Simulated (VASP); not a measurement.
# BaTiO3 (P4mm) in VASP: a series of runs

The runs below take BaTiO3 through single point, with r2SCAN.

All numbers are computed with VASP 6.6.1; they aren't measurements. Logs are shortened: lines on timing, memory, paths and dates and some standing lists are left out, and cuts for length are marked.

### Step 1. The cell of the first run

Symmetry: P4mm, No. 99, tetragonal system. The conventional cell has a = 3.946 Å, b = 3.946 Å, c = 4.001 Å, α = 90.00°, β = 90.00°, γ = 90.00°. Ba (site symmetry 4mm) has 12 O at 2.77 to 2.85 Å and 8 Ti at 3.40 to 3.47 Å within 3.7 Å. Within 2.5 Å of Ti (site symmetry 4mm) lie 6 O at 1.86 to 2.14 Å. Within 2.5 Å of O (site symmetry 4mm) lie 2 Ti at 1.86 to 2.14 Å. O (site symmetry 2mm) has 2 Ti at 1.98 Å within 2.6 Å.

### Step 2. Single point, r2SCAN (12.46 Å³/atom)

The input, POSCAR:

```
BaTiO3
1.0
    3.9460023057      0.0000000000      0.0000000000
    0.0000000000      3.9460023057      0.0000000000
    0.0000000000      0.0000000000      4.0006838300
Ba Ti O
1 1 3
Direct
    0.0000000000      0.0000000000      0.0016266986
    0.5000000000      0.5000000000      0.4875942817
    0.5000000000      0.5000000000      0.0235127967
    0.5000000000      0.0000000000      0.5151331116
    0.0000000000      0.5000000000      0.5151331116
```

The input, INCAR.step1:

```
PREC = Accurate
ENCUT = 520
ISMEAR = 0
SIGMA = 0.05
LREAL = False
LASPH = True
NELM = 80
NBANDS = 28
GGA = PE
ALGO = Normal
EDIFF = 1E-4
LWAVE = True
LCHARG = False
```

The input, INCAR.step2:

```
PREC = Accurate
ENCUT = 520
EDIFF = 1E-6
ISMEAR = 0
SIGMA = 0.05
LREAL = False
LASPH = True
NELM = 80
ALGO = Normal
ISIF = 2
LWAVE = False
LCHARG = False
METAGGA = R2SCAN
LMIXTAU = True
NBANDS = 28
ISTART = 1
```

The input, KPOINTS:

```
regular mesh
0
Gamma
  6 6 6
```

Potentials or basis: VASP PAW PBE potentials, release 64 (Ba_sv, Ti_sv, O).

Command:

```console
$ cat potpaw_PBE.64/Ba_sv/POTCAR potpaw_PBE.64/Ti_sv/POTCAR potpaw_PBE.64/O/POTCAR > POTCAR
$ cp INCAR.step1 INCAR
$ mpirun -np 1 vasp_std > vasp.out
$ cp INCAR.step2 INCAR
$ mpirun -np 1 vasp_std > vasp.out
```

OUTCAR:

```text
PREC = Accurate
   ENCUT = 520
   EDIFF = 1E-6
   ISMEAR = 0
   LREAL = False
   LASPH = True
   NELM = 80
   ISIF = 2
   METAGGA = R2SCAN
   ISTART = 1

 ion  position               nearest neighbor table
   1  0.000  0.000  0.002-   4 2.77   5 2.77   5 2.77   4 2.77   3 2.79   3 2.79   3 2.79   3 2.79
                             4 2.85   5 2.85   5 2.85   4 2.85   2 3.40   2 3.40   2 3.40   2 3.40
   2  0.500  0.500  0.488-   3 1.86   4 1.98   5 1.98   4 1.98   5 1.98   3 2.14   1 3.40   1 3.40
                             1 3.40   1 3.40   1 3.47   1 3.47   1 3.47   1 3.47
   3  0.500  0.500  0.024-   2 1.86   2 2.14   1 2.79   1 2.79   1 2.79   1 2.79
   4  0.500  0.000  0.515-   2 1.98   2 1.98   1 2.77   1 2.77   1 2.85   1 2.85
   5  0.000  0.500  0.515-   2 1.98   2 1.98   1 2.77   1 2.77   1 2.85   1 2.85

  LATTYP: Found a simple tetragonal cell.
 ALAT       =     3.9460023057
 C/A-ratio  =     1.0138574486

  Lattice vectors:

 A1 = (   3.9460023057,   0.0000000000,   0.0000000000)
 A2 = (   0.0000000000,   3.9460023057,   0.0000000000)
 A3 = (   0.0000000000,   0.0000000000,   4.0006838300)

Analysis of symmetry for initial positions (statically):
=====================================================================
 Subroutine PRICEL returns:
 Original cell was already a primitive cell.

 Routine SETGRP: Setting up the symmetry group for a
 simple tetragonal supercell.

 Subroutine GETGRP returns: Found  8 space group operations
 (whereof  8 operations were pure point group operations)
 out of a pool of 16 trial point group operations.

The static configuration has the point symmetry C_4v.

Analysis of symmetry for dynamics (positions and initial velocities):
=====================================================================
 Subroutine PRICEL returns:
 Original cell was already a primitive cell.

 Routine SETGRP: Setting up the symmetry group for a
 simple tetragonal supercell.

 Subroutine GETGRP returns: Found  8 space group operations
 (whereof  8 operations were pure point group operations)
 out of a pool of 16 trial point group operations.

The dynamic configuration has the point symmetry C_4v.

 Subroutine INISYM returns: Found  8 space group operations
 (whereof  8 operations are pure point group operations),
 and found     1 'primitive' translations

[... 92 lines left out ...]
   ISTART =      1    job   : 0-new  1-cont  2-samecut
   ICHARG =      0    charge: 1-file 2-atom 10-const
   ISPIN  =      1    spin polarized calculation?
   LNONCOLLINEAR =      F non collinear calculations
   LSORBIT =      F    spin-orbit coupling
   LASPH  =      T    aspherical Exc in radial PAW
   ENCUT  =  520.0 eV  38.22 Ry    6.18 a.u.   7.34  7.34  7.44*2*pi/ulx,y,z
   NELM   =     80;   NELMIN=  2; NELMDL=  0     # of ELM steps
   EDIFF  = 0.1E-05   stopping-criterion for ELM
   LREAL  =      F    real-space projection
[... 7 lines left out ...]
   TEBEG  =    0.0;   TEEND  =   0.0 temperature during run
   PSTRESS=    0.0 pullay stress
   NELECT =      40.0000    total number of electrons
   NUPDOWN=      -1.0000    fix difference up-down
   EMIN   =  10.00;   EMAX   =-10.00  energy-range for DOS
   EFERMI =   0.00;   METHOD = LEGACY
   ISMEAR =     0;   SIGMA  =   0.05  broadening in eV -4-tet -1-fermi 0-gaus
   EFERMI_NEDOS =   21; number of points for ismear=-14 and -15
   IALGO  =     38    algorithm
   IMIX   =      4    mixing-type and parameters
     AMIX     =   0.40;   BMIX     =  1.00
     AMIX_MAG =   1.60;   BMIX_MAG =  1.00
  volume/ion in A,a.u.               =      12.46        84.08
  Fermi-wavevector in a.u.,A,eV,Ry     =   1.412359  2.668972 27.140341  1.994759
  Thomas-Fermi vector in A             =   2.534116
   LORBIT       =      0    0 simple, 1 ext, 2 COOP (PROOUT), +10 PAW based schemes
   METAGGA = R2SCAN    functional components
   LHFCALC =     F    Hartree Fock is set to
   AEXX    =    0.0000 exact exchange contribution
   IVDW    =     0    specifies the selected vdW correction
   LEPSILON=     F    determine dielectric tensor
   LRPA    =     F    only Hartree local field effects (RPA)
 non-spin polarized calculation
 Gauss-broadening in eV      SIGMA  =   0.05
  energy-cutoff  :      520.00
  volume of cell :       62.29
 maximum number of plane-waves:      1703
 NGX is ok and might be reduce to    30
   NGX = 15   NGY = 15   NGZ = 15

 number of electron      39.9999987 magnetization

 Free energy of the ion-electron system (eV)
  ---------------------------------------------------
  ext. energy  EPLUGINS =         0.00000000
  ---------------------------------------------------
  free energy    TOTEN  =       -74.19181510 eV

  energy without entropy =      -74.19181510  energy(sigma->0) =      -74.19181510

 E-fermi :   4.1011     XC(G=0): -12.0772

 val. band max:        3.8257278017   @ k =   0.5000   0.5000   0.5000
 cond. band min:       6.0734366363   @ k =   0.0000   0.0000   0.0000
 fundamental gap:      2.2477088347
 Fermi energy:         4.1011423757

 k-point     1 :       0.0000    0.0000    0.0000
  band No.  band energies     occupation
      1     -54.8596      2.00000
      2     -30.0880      2.00000
      3     -30.0371      2.00000
      4     -30.0371      2.00000
      5     -21.6703      2.00000
      6     -14.1632      2.00000
[... 733 lines left out ...]
     27      12.8040      0.00000
     28      14.0998      0.00000

 [... further k-points ...]

------------------------ aborting loop because EDIFF is reached ----------------------------------------

  FORCE on cell =-STRESS in cart. coord.  units (eV):
  Direction    XX          YY          ZZ          XY          YZ          ZX
  --------------------------------------------------------------------------------------
  -------------------------------------------------------------------------------------
  Total        3.0461097      3.0461097      3.0411172      0.0000000      0.0000000      0.0000000
  in kB       78.3442677     78.3442677     78.2158616      0.0000000      0.0000000      0.0000000
  external PRESSURE =      78.3014656 kB  Pullay stress =       0.0000000 kB

 VOLUME and BASIS-vectors are now :
 -----------------------------------------------------------------------------
  energy-cutoff  :      520.00
  volume of cell :       62.29
      direct lattice vectors                 reciprocal lattice vectors
     3.946002306  0.000000000  0.000000000     0.253421038  0.000000000  0.000000000
     0.000000000  3.946002306  0.000000000     0.000000000  0.253421038  0.000000000
     0.000000000  0.000000000  4.000683830     0.000000000  0.000000000  0.249957268

 POSITION                                       TOTAL-FORCE (eV/Angst)
 -----------------------------------------------------------------------------------
      0.00000      0.00000      0.00651        -0.000000     -0.000000      0.019831
      1.97300      1.97300      1.95071         0.000000      0.000000      0.115517
      1.97300      1.97300      0.09407         0.000000     -0.000000     -0.108749
      1.97300      0.00000      2.06088         0.000000     -0.000000     -0.013299
      0.00000      1.97300      2.06088         0.000000     -0.000000     -0.013299
 -----------------------------------------------------------------------------------
    total drift:                                0.000000      0.000000     -0.002354

  FREE ENERGIE OF THE ION-ELECTRON SYSTEM (eV)
  ---------------------------------------------------
  free  energy   TOTEN  =       -74.1918150954 eV

  energy  without entropy=      -74.1918150954  energy(sigma->0) =      -74.19181510
```

OUTCAR.step1:

```text
PREC = Accurate
   ENCUT = 520
   ISMEAR = 0
   LREAL = False
   LASPH = True
[... 979 lines left out ...]
      1.97300      1.97300      1.95071         0.000000     -0.000000      0.073630
      1.97300      1.97300      0.09407         0.000000      0.000000     -0.130976
      1.97300      0.00000      2.06088        -0.000000      0.000000      0.021414
      0.00000      1.97300      2.06088         0.000000      0.000000      0.021414
 -----------------------------------------------------------------------------------
    total drift:                                0.000000      0.000000     -0.003512

  FREE ENERGIE OF THE ION-ELECTRON SYSTEM (eV)
  ---------------------------------------------------
  free  energy   TOTEN  =       -39.8926355889 eV

  energy  without entropy=      -39.8926355889  energy(sigma->0) =      -39.89263559
```

OSZICAR.step1:

```text
N       E                     dE             d eps       ncg     rms          rms(c)
DAV:   1     0.439630199739E+03    0.43963E+03   -0.21194E+04  2240   0.157E+03
DAV:   2    -0.135473331724E+01   -0.44098E+03   -0.41893E+03  2496   0.432E+02
DAV:   3    -0.482516160128E+02   -0.46897E+02   -0.46378E+02  3096   0.137E+02
DAV:   4    -0.505458587904E+02   -0.22942E+01   -0.22899E+01  3332   0.261E+01
DAV:   5    -0.506082101019E+02   -0.62351E-01   -0.62335E-01  3004   0.348E+00    0.240E+01
DAV:   6    -0.399770026604E+02    0.10631E+02   -0.54807E+01  3120   0.684E+01    0.982E+00
DAV:   7    -0.400179744558E+02   -0.40972E-01   -0.95687E+00  2972   0.227E+01    0.713E+00
DAV:   8    -0.398745128791E+02    0.14346E+00   -0.64200E-01  2788   0.747E+00    0.337E+00
DAV:   9    -0.399108384824E+02   -0.36326E-01   -0.25891E-01  3088   0.397E+00    0.129E+00
DAV:  10    -0.398936267319E+02    0.17212E-01   -0.10275E-01  2548   0.346E+00    0.358E-01
DAV:  11    -0.398927735561E+02    0.85318E-03   -0.63305E-03  2860   0.530E-01    0.971E-02
DAV:  12    -0.398926693389E+02    0.10422E-03   -0.42211E-04  2464   0.142E-01    0.447E-02
DAV:  13    -0.398926355889E+02    0.33750E-04   -0.22784E-04  2056   0.170E-01
   1 F= -.39892636E+02 E0= -.39892636E+02  d E =-.167228E-13
```

It took 5.9 min on 1 thread of Intel Xeon 8259CL, shared host; peak memory 0.22 GiB.

Results:

```yaml
Free_energy: -74.1918 eV
Pressure: 7.8 GPa
Largest_force: 0.116 eV/Å
Band_gap_on_the_k_mesh: 2.25 eV (least direct gap 2.57 eV)
```

Forces on the atoms (eV/Å):
```
Ba   0.000  0.000  0.020
Ti   0.000  0.000  0.116
O    0.000  0.000 -0.109
O    0.000  0.000 -0.013
O    0.000  0.000 -0.013
```

Levels at points of the mesh, in eV from the valence-band top:
```csv
k point,band 16,band 17,band 18,band 19,band 20,band 21,band 22,band 23,band 24,band 25
"(0.00, 0.00, 0.00)",-1.38,-1.27,-0.38,-0.32,-0.32,2.25,2.50,2.50,4.51,4.60
"(0.50, 0.00, 0.00)",-2.05,-1.92,-1.77,-1.07,-0.95,2.64,4.05,4.09,4.56,6.57
"(0.50, 0.50, 0.00)",-2.91,-1.86,-0.99,-0.99,-0.09,4.12,4.12,4.54,5.24,8.48
"(0.00, 0.00, 0.50)",-2.02,-2.00,-2.00,-0.75,-0.75,2.41,4.06,4.06,4.51,6.70
"(0.50, 0.00, 0.50)",-2.81,-1.80,-0.96,-0.93,-0.24,4.07,4.08,4.48,5.46,8.37
"(0.50, 0.50, 0.50)",-2.48,-2.48,-0.15,-0.15,0.00,4.75,4.75,4.79,7.31,7.48
```

Caveat: the cell stands under pressure; the PAW data sets were made with another functional, which shifts forces and pressure a little; spin-orbit coupling is left out, which moves the levels of the heavy elements.

### Step 3. Single point, r2SCAN (12.72 Å³/atom)

This run uses another cell than the first one, of 12.72 Å³/atom.

The input, POSCAR:

```
BaTiO3
1.0
    3.9604950075      0.0000000000      0.0000000000
    0.0000000000      3.9604950075      0.0000000000
    0.0000000000      0.0000000000      4.0541965763
Ba Ti O
1 1 3
Direct
    0.0000000000      0.0000000000     -0.0011857194
    0.5000000000      0.5000000000      0.4822627591
    0.5000000000      0.5000000000      0.0289491717
    0.5000000000      0.0000000000      0.5164868944
    0.0000000000      0.5000000000      0.5164868944
```

The input, INCAR.step1:

```
SYSTEM = BaTiO3
ALGO     = Normal         ! electronic algorithm
EDIFF    = 1E-4           ! SCF threshold, eV
ENCUT    = 520            ! plane-wave cutoff, eV
GGA      = PE             ! functional
ISMEAR   = 0              ! smearing method
LASPH    = .TRUE.         ! aspherical terms in the spheres
LCHARG   = .FALSE.        ! write CHGCAR
LREAL    = .FALSE.        ! projectors in reciprocal space
LWAVE    = .TRUE.         ! write WAVECAR
NBANDS   = 28             ! bands
NELM     = 80             ! most SCF steps
PREC     = Accurate       ! precision mode
SIGMA    = 0.05           ! smearing width, eV
```

The input, INCAR.step2:

```
SYSTEM = BaTiO3
ALGO     = Normal         ! electronic algorithm
EDIFF    = 1E-6           ! SCF threshold, eV
ENCUT    = 520            ! plane-wave cutoff, eV
ISIF     = 2              ! what is computed and relaxed
ISMEAR   = 0              ! smearing method
ISTART   = 1            
LASPH    = .TRUE.         ! aspherical terms in the spheres
LCHARG   = .FALSE.        ! write CHGCAR
LMIXTAU  = .TRUE.       
LREAL    = .FALSE.        ! projectors in reciprocal space
LWAVE    = .FALSE.        ! write WAVECAR
METAGGA  = R2SCAN         ! meta-GGA
NBANDS   = 28             ! bands
NELM     = 80             ! most SCF steps
PREC     = Accurate       ! precision mode
SIGMA    = 0.05           ! smearing width, eV
```

The input, KPOINTS:

```
k-points
0
G
  6 6 6
  0 0 0
```

Potentials or basis: VASP PAW PBE potentials, release 64 (Ba_sv, Ti_sv, O).

Command:

```console
$ cat potpaw_PBE.64/Ba_sv/POTCAR potpaw_PBE.64/Ti_sv/POTCAR potpaw_PBE.64/O/POTCAR > POTCAR
$ cp INCAR.step1 INCAR
$ mpirun -np 1 vasp_std > vasp.out
$ cp INCAR.step2 INCAR
$ mpirun -np 1 vasp_std > vasp.out
```

Run time: 5.3 min. Hardware: 1 thread of Intel Xeon 8259CL, shared host; peak memory 0.22 GiB.

The run converged. Its results:

```yaml
Free_energy: -74.2379 eV
Pressure: 4.6 GPa
Largest_force: 0.139 eV/Å
Band_gap_on_the_k_mesh: 2.23 eV (least direct gap 2.65 eV)
```

Forces in eV/Å, atoms in the order of the input:
```
Ba   0.000  0.000  0.025
Ti   0.000  0.000  0.139
O    0.000  0.000 -0.131
O    0.000  0.000 -0.016
O    0.000  0.000 -0.016
```

Levels at points of the mesh, in eV from the valence-band top:
```csv
k point,band 17,band 18,band 19,band 20,band 21,band 22,band 23,band 24
"(0.00, 0.00, 0.00)",-1.29,-0.55,-0.42,-0.42,2.23,2.59,2.59,4.44
"(0.50, 0.00, 0.00)",-1.93,-1.74,-1.24,-1.08,2.71,3.97,4.03,4.50
"(0.50, 0.50, 0.00)",-1.94,-1.06,-1.06,-0.08,4.06,4.06,4.46,5.00
"(0.00, 0.00, 0.50)",-2.05,-2.03,-0.76,-0.76,2.37,3.98,3.98,4.44
"(0.50, 0.00, 0.50)",-1.83,-1.03,-0.99,-0.33,3.99,4.00,4.36,5.35
"(0.50, 0.50, 0.50)",-2.54,-0.24,-0.24,0.00,4.62,4.62,4.68,7.07
```

Caveat: the cell stands under pressure; the PAW data sets were made with another functional, which shifts forces and pressure a little; spin-orbit coupling is left out, which moves the levels of the heavy elements. r2SCAN opens gaps a little over a GGA but as a rule still falls short of measured ones.
